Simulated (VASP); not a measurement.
A run of VASP 6.6.1 is set up as follows.

Contents of INCAR:

```
PREC     = Accurate       # precision mode
ENCUT    = 520            # plane-wave cutoff, eV
EDIFF    = 1E-7           # SCF threshold, eV
ISMEAR   = 0              # smearing method
SIGMA    = 0.1            # smearing width, eV
LREAL    = False          # projectors in reciprocal space
LASPH    = True           # aspherical terms in the spheres
NELM     = 60             # most SCF steps
ALGO     = Normal         # electronic algorithm
ISIF     = 2              # what is computed and relaxed
LWAVE    = False          # write WAVECAR
LCHARG   = False          # write CHGCAR
GGA      = PE             # functional
NBANDS   = 18             # bands
```

Contents of KPOINTS:

```
Automatic mesh
0
Gamma
  6 6 4
```

Contents of POSCAR:

```
SnH5
1.0
    4.0572860897      0.0000000030      0.0000000000
   -2.0286430474      3.5137128226      0.0000000000
    0.0000000000      0.0000000000      4.1365619910
Sn H
1 5
Direct
    0.0000000000      0.0000000000      0.5000000000
    0.6666666667      0.3333333333      0.9071585945
    0.0000000000      0.0000000000      0.0000000000
    0.6666666667      0.3333333333      0.0928414055
    0.3333333333      0.6666666667      0.0928414055
    0.3333333333      0.6666666667      0.9071585945
```

Potentials or basis: VASP PAW PBE potentials, release 64 (Sn_d, H).

Launch:

```console
$ cat potpaw_PBE.64/Sn_d/POTCAR potpaw_PBE.64/H/POTCAR > POTCAR
$ mpirun -np 1 vasp_std > vasp.out
```

**Question.** Estimate the pressure.

**Answer.** -0.3 GPa.

**Question.** Estimate the largest force.

**Answer.** 0.007 eV/Å.

Stress tensor (GPa, compression positive):
```
-0.33  0.00  0.00
 0.00 -0.33  0.00
 0.00  0.00 -0.09
```

Caveat: the k points lie up to 0.38 Å⁻¹ apart.
